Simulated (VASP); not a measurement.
# TiAl3 (Pm-3m) in VASP: further runs

TiAl3 is run at these levels: r2SCAN; tasks: single point.

Everything below comes from runs of VASP 6.6.1. Logs are shortened: lines on timing, memory, paths and dates and some standing lists are left out, and cuts for length are marked.

## (1) The cell of the first run

The structure is cubic, space group Pm-3m (No. 221). Conventional cell: a = 3.956 Å, b = 3.956 Å, c = 3.956 Å, α = 90.00°, β = 90.00°, γ = 90.00°. Within 3.7 Å of Ti (site symmetry m-3m) lie 12 Al at 2.80 Å. Al (site symmetry 4/mmm) has 4 Ti at 2.80 Å and 8 Al at 2.80 Å within 3.7 Å.

## (2) Single point, r2SCAN

The input, POSCAR:

```
TiAl3
1.0
    3.9556712500      0.0000000000      0.0000000000
    0.0000000000      3.9556712500      0.0000000000
    0.0000000000      0.0000000000      3.9556712500
Ti Al
1 3
Direct
    0.0000000000      0.0000000000      0.0000000000
    0.5000000000      0.5000000000      0.0000000000
    0.5000000000      0.0000000000      0.5000000000
    0.0000000000      0.5000000000      0.5000000000
```

The input, INCAR.step1:

```
  PREC = Accurate
  ENCUT = 520
  ISMEAR = 0
  SIGMA = 0.1
  LREAL = False
  LASPH = True
  NELM = 100
  NBANDS = 18
  GGA = PE
  ALGO = Normal
  EDIFF = 1E-4
  LWAVE = True
  LCHARG = False
```

The input, INCAR.step2:

```
  PREC = Accurate
  ENCUT = 520
  EDIFF = 1E-7
  ISMEAR = 0
  SIGMA = 0.1
  LREAL = False
  LASPH = True
  NELM = 100
  ALGO = Normal
  ISIF = 2
  LWAVE = False
  LCHARG = True
  METAGGA = R2SCAN
  LMIXTAU = True
  LELF = True
  LVHAR = True
  NBANDS = 18
  ISTART = 1
```

The input, KPOINTS:

```
regular mesh
0
Gamma
  14 14 14
```

Potentials or basis: VASP PAW PBE potentials, release 64 (Ti_sv, Al).

On the command line:

```console
cat potpaw_PBE.64/Ti_sv/POTCAR potpaw_PBE.64/Al/POTCAR > POTCAR
cp INCAR.step1 INCAR
mpirun -np 1 vasp_std > vasp.out
cp INCAR.step2 INCAR
mpirun -np 1 vasp_std > vasp.out
```

OUTCAR:

```text
PREC = Accurate
   ENCUT = 520
   EDIFF = 1E-7
   ISMEAR = 0
   LREAL = False
   LASPH = True
   NELM = 100
   ISIF = 2
   METAGGA = R2SCAN
   ISTART = 1

 ion  position               nearest neighbor table
   1  0.000  0.000  0.000-   2 2.80   3 2.80   4 2.80   3 2.80   4 2.80   2 2.80   4 2.80   4 2.80
                             2 2.80   3 2.80   3 2.80   2 2.80
   2  0.500  0.500  0.000-   1 2.80   3 2.80   4 2.80   3 2.80   4 2.80   1 2.80   3 2.80   3 2.80
                             1 2.80   4 2.80   4 2.80   1 2.80
   3  0.500  0.000  0.500-   1 2.80   2 2.80   4 2.80   1 2.80   2 2.80   2 2.80   4 2.80   2 2.80
                             1 2.80   4 2.80   1 2.80   4 2.80
   4  0.000  0.500  0.500-   1 2.80   2 2.80   3 2.80   1 2.80   2 2.80   1 2.80   3 2.80   1 2.80
                             2 2.80   3 2.80   2 2.80   3 2.80

  LATTYP: Found a simple cubic cell.
 ALAT       =     3.9556712500

  Lattice vectors:

 A1 = (   3.9556712500,   0.0000000000,   0.0000000000)
 A2 = (   0.0000000000,   3.9556712500,   0.0000000000)
 A3 = (   0.0000000000,   0.0000000000,   3.9556712500)

Analysis of symmetry for initial positions (statically):
=====================================================================
 Subroutine PRICEL returns:
 Original cell was already a primitive cell.

 Routine SETGRP: Setting up the symmetry group for a
 simple cubic supercell.

 Subroutine GETGRP returns: Found 48 space group operations
 (whereof 48 operations were pure point group operations)
 out of a pool of 48 trial point group operations.

The static configuration has the point symmetry O_h .

Analysis of symmetry for dynamics (positions and initial velocities):
=====================================================================
 Subroutine PRICEL returns:
 Original cell was already a primitive cell.

 Routine SETGRP: Setting up the symmetry group for a
 simple cubic supercell.

 Subroutine GETGRP returns: Found 48 space group operations
 (whereof 48 operations were pure point group operations)
 out of a pool of 48 trial point group operations.

The dynamic configuration has the point symmetry O_h .

 Subroutine INISYM returns: Found 48 space group operations
 (whereof 48 operations are pure point group operations),
 and found     1 'primitive' translations

----------------------------------------------------------------------------------------

                                     Primitive cell

  volume of cell :      61.8957

  direct lattice vectors                    reciprocal lattice vectors
     3.955671250  0.000000000  0.000000000     0.252801595  0.000000000  0.000000000
     0.000000000  3.955671250  0.000000000     0.000000000  0.252801595  0.000000000
     0.000000000  0.000000000  3.955671250     0.000000000  0.000000000  0.252801595

  length of vectors
     3.955671250  3.955671250  3.955671250     0.252801595  0.252801595  0.252801595

  position of ions in fractional coordinates (direct lattice)
     0.000000000  0.000000000  0.000000000
     0.500000000  0.500000000  0.000000000
     0.500000000  0.000000000  0.500000000
     0.000000000  0.500000000  0.500000000

  ion indices of the primitive-cell ions
   primitive index   ion index
                 1           1
                 2           2
                 3           3
                 4           4

----------------------------------------------------------------------------------------

 KPOINTS: regular mesh

Automatic generation of k-mesh.
 Grid dimensions read from file:
 generate k-points for:   14   14   14

 Generating k-lattice:

  Cartesian coordinates                     Fractional coordinates (reciprocal lattice)
     0.018057257  0.000000000  0.000000000     0.071428571  0.000000000  0.000000000
     0.000000000  0.018057257  0.000000000     0.000000000  0.071428571  0.000000000
     0.000000000  0.000000000  0.018057257     0.000000000  0.000000000  0.071428571

  Length of vectors
     0.018057257  0.018057257  0.018057257

  Shift w.r.t. Gamma in fractional coordinates (k-lattice)
     0.000000000  0.000000000  0.000000000

 Subroutine IBZKPT returns following result:
 ===========================================

 Found    120 irreducible k-points:

 Following reciprocal coordinates:
            Coordinates               Weight
  0.000000  0.000000  0.000000      1.000000
  0.071429  0.000000  0.000000      6.000000
  0.142857  0.000000  0.000000      6.000000
  0.214286  0.000000  0.000000      6.000000
  0.285714  0.000000  0.000000      6.000000
  0.357143  0.000000  0.000000      6.000000
[... 16 lines left out ...]
  0.285714  0.214286  0.000000     24.000000
  0.357143  0.214286  0.000000     24.000000
 [... further k-points ...]
   k-points           NKPTS =    120   k-points in BZ     NKDIM =    120   number of bands    NBANDS=     18
   number of dos      NEDOS =    301   number of ions     NIONS =      4
   total plane-waves  NPLWV =  27000
   dimension x,y,z NGX =    30 NGY =   30 NGZ =   30
   dimension x,y,z NGXF=    60 NGYF=   60 NGZF=   60
   ions per type =               1   3
   NGX,Y,Z   is equivalent  to a cutoff of  12.61, 12.61, 12.61 a.u.
   NGXF,Y,Z  is equivalent  to a cutoff of  25.22, 25.22, 25.22 a.u.
 SYSTEM =  unknown system
   PREC   = accura    normal or accurate (medium, high low for compatibility)
   ISTART =      1    job   : 0-new  1-cont  2-samecut
   ICHARG =      0    charge: 1-file 2-atom 10-const
   ISPIN  =      1    spin polarized calculation?
   LNONCOLLINEAR =      F non collinear calculations
   LSORBIT =      F    spin-orbit coupling
   LASPH  =      T    aspherical Exc in radial PAW
   ENCUT  =  520.0 eV  38.22 Ry    6.18 a.u.   7.35  7.35  7.35*2*pi/ulx,y,z
   NELM   =    100;   NELMIN=  2; NELMDL=  0     # of ELM steps
   EDIFF  = 0.1E-06   stopping-criterion for ELM
   LREAL  =      F    real-space projection
   EDIFFG = 0.1E-05   stopping-criterion for IOM
   NSW    =      0    number of steps for IOM
   IBRION =     -1    ionic relax: 0-MD 1-quasi-New 2-CG
   NFREE  =      0    steps in history (QN), initial steepest desc. (CG)
   ISIF   =      2    stress and relaxation
   ISYM   =      2    0-nonsym 1-usesym 2-fastsym
   POTIM  = 0.5000    time-step for ionic-motion
   TEBEG  =    0.0;   TEEND  =   0.0 temperature during run
   PSTRESS=    0.0 pullay stress
   NELECT =      21.0000    total number of electrons
   NUPDOWN=      -1.0000    fix difference up-down
   EMIN   =  10.00;   EMAX   =-10.00  energy-range for DOS
   EFERMI =   0.00;   METHOD = LEGACY
   ISMEAR =     0;   SIGMA  =   0.10  broadening in eV -4-tet -1-fermi 0-gaus
   EFERMI_NEDOS =   21; number of points for ismear=-14 and -15
   IALGO  =     38    algorithm
   IMIX   =      4    mixing-type and parameters
     AMIX     =   0.40;   BMIX     =  1.00
     AMIX_MAG =   1.60;   BMIX_MAG =  1.00
  volume/ion in A,a.u.               =      15.47       104.42
  Fermi-wavevector in a.u.,A,eV,Ry     =   1.141811  2.157711 17.738371  1.303733
  Thomas-Fermi vector in A             =   2.278511
   LORBIT       =      0    0 simple, 1 ext, 2 COOP (PROOUT), +10 PAW based schemes
   METAGGA = R2SCAN    functional components
   LHFCALC =     F    Hartree Fock is set to
   AEXX    =    0.0000 exact exchange contribution
   IVDW    =     0    specifies the selected vdW correction
   LEPSILON=     F    determine dielectric tensor
   LRPA    =     F    only Hartree local field effects (RPA)
 non-spin polarized calculation
 Gauss-broadening in eV      SIGMA  =   0.10
  energy-cutoff  :      520.00
  volume of cell :       61.90
 maximum number of plane-waves:      1743
 NGX is ok and might be reduce to    30
   NGX = 15   NGY = 15   NGZ = 15

 number of electron      20.9999997 magnetization

 Free energy of the ion-electron system (eV)
  ---------------------------------------------------
  ext. energy  EPLUGINS =         0.00000000
  ---------------------------------------------------
  free energy    TOTEN  =       -34.82129544 eV

  energy without entropy =      -34.81039959  energy(sigma->0) =      -34.81584751

 E-fermi :   9.1722     XC(G=0): -11.5909

 val. band max:        9.1621492744   @ k =   0.5000   0.2857   0.1429
 cond. band min:       9.1723516273   @ k =   0.1429   0.1429   0.0714
 fundamental gap:      0.0102023529
 Fermi energy:         9.1721826785

 k-point     1 :       0.0000    0.0000    0.0000
  band No.  band energies     occupation
      1     -50.1735      2.00000
      2     -25.4390      2.00000
      3     -25.4390      2.00000
      4     -25.4390      2.00000
      5      -2.3284      2.00000
      6       5.9570      2.00000
[... 10 lines left out ...]
     17      15.2047      0.00000
     18      15.2047      0.00000

 k-point     2 :       0.0714    0.0000    0.0000
  band No.  band energies     occupation
      1     -50.1734      2.00000
      2     -25.4401      2.00000
      3     -25.4389      2.00000
      4     -25.4389      2.00000
      5      -2.2760      2.00000
      6       5.4350      2.00000
[... 10 lines left out ...]
     17      15.1317      0.00000
     18      15.1323      0.00000

 k-point     3 :       0.1429    0.0000    0.0000
  band No.  band energies     occupation
      1     -50.1733      2.00000
      2     -25.4432      2.00000
      3     -25.4387      2.00000
      4     -25.4387      2.00000
      5      -2.1193      2.00000
      6       4.5521      2.00000
[... 10 lines left out ...]
     17      14.7963      0.00000
     18      14.7963      0.00000

 k-point     4 :       0.2143    0.0000    0.0000
  band No.  band energies     occupation
      1     -50.1731      2.00000
      2     -25.4476      2.00000
      3     -25.4384      2.00000
      4     -25.4384      2.00000
      5      -1.8607      2.00000
      6       3.6146      2.00000
[... 375 lines left out ...]
      4     -25.4378      2.00000
      5      -1.4040      2.00000
      6       3.8855      2.00000
[... 10 lines left out ...]
     17      14.3216      0.00000
     18      14.6063      0.00000

 k-point    23 :       0.2857    0.2143    0.0000
  band No.  band energies     occupation
      1     -50.1725      2.00000
      2     -25.4516      2.00000
      3     -25.4463      2.00000
      4     -25.4374      2.00000
      5      -1.0569      2.00000
      6       3.0839      2.00000
[... 10 lines left out ...]
     17      14.3705      0.00000
     18      14.5947      0.00000

 k-point    24 :       0.3571    0.2143    0.0000
  band No.  band energies     occupation
      1     -50.1723      2.00000
      2     -25.4559      2.00000
      3     -25.4459      2.00000
      4     -25.4371      2.00000
      5      -0.6255      2.00000
      6       2.2505      2.00000
[... 10 lines left out ...]
     17      14.3610      0.00000
     18      14.5200      0.00000

 [... further k-points ...]

------------------------ aborting loop because EDIFF is reached ----------------------------------------

  FORCE on cell =-STRESS in cart. coord.  units (eV):
  Direction    XX          YY          ZZ          XY          YZ          ZX
  --------------------------------------------------------------------------------------
  -------------------------------------------------------------------------------------
  Total       -0.0264625     -0.0264625     -0.0264625      0.0000000     -0.0000000      0.0000000
  in kB       -0.6849850     -0.6849850     -0.6849850      0.0000000     -0.0000000      0.0000000
  external PRESSURE =      -0.6849850 kB  Pullay stress =       0.0000000 kB

 VOLUME and BASIS-vectors are now :
 -----------------------------------------------------------------------------
  energy-cutoff  :      520.00
  volume of cell :       61.90
      direct lattice vectors                 reciprocal lattice vectors
     3.955671250  0.000000000  0.000000000     0.252801595  0.000000000  0.000000000
     0.000000000  3.955671250  0.000000000     0.000000000  0.252801595  0.000000000
     0.000000000  0.000000000  3.955671250     0.000000000  0.000000000  0.252801595

 POSITION                                       TOTAL-FORCE (eV/Angst)
 -----------------------------------------------------------------------------------
      0.00000      0.00000      0.00000         0.000000      0.000000      0.000000
      1.97784      1.97784      0.00000         0.000000      0.000000      0.000000
      1.97784      0.00000      1.97784         0.000000      0.000000      0.000000
      0.00000      1.97784      1.97784         0.000000      0.000000      0.000000
 -----------------------------------------------------------------------------------
    total drift:                               -0.000000     -0.000000      0.000000

  FREE ENERGIE OF THE ION-ELECTRON SYSTEM (eV)
  ---------------------------------------------------
  free  energy   TOTEN  =       -34.8212954370 eV

  energy  without entropy=      -34.8103995891  energy(sigma->0) =      -34.81584751
```

Wall time 4.8 min (1 thread of AMD EPYC 9R45 (Zen 5), shared host); peak memory 0.23 GiB.

Results:

```
Free energy : -34.8213 eV
Pressure    : -0.1 GPa
```

Caveat: the PAW data sets were made with another functional, which shifts forces and pressure a little.

(Part 1 of 2 ends here.)
